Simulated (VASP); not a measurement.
Input of a VASP 6.6.1 run:

Contents of INCAR:

```
  PREC = Accurate
  ENCUT = 520
  EDIFF = 1E-6
  ISMEAR = -1
  SIGMA = 0.05
  LREAL = F
  LASPH = T
  NELM = 60
  ALGO = Normal
  ISIF = 2
  LWAVE = F
  LCHARG = F
  GGA = PS
  NBANDS = 16
```

File KPOINTS:

```
Automatic mesh
0
Gamma
  12 12 12
```

File POSCAR:

```
LaTe
1.0
    0.0000000000      3.1221777627      3.1221777627
    3.1221777627      0.0000000000      3.1221777627
    3.1221777627      3.1221777627      0.0000000000
La Te
1 1
Direct
    0.0000000000      0.0000000000      0.0000000000
    0.5000000000      0.5000000000      0.5000000000
```

Potentials or basis: VASP PAW PBE potentials, release 64 (La, Te).

Launch:

```bash
$ cat potpaw_PBE.64/La/POTCAR potpaw_PBE.64/Te/POTCAR > POTCAR
$ mpirun -np 1 vasp_std > vasp.out
```

What does it give for the pressure?

5.0 GPa.

Caveat: the PAW data sets were made with another functional, which shifts forces and pressure a little.
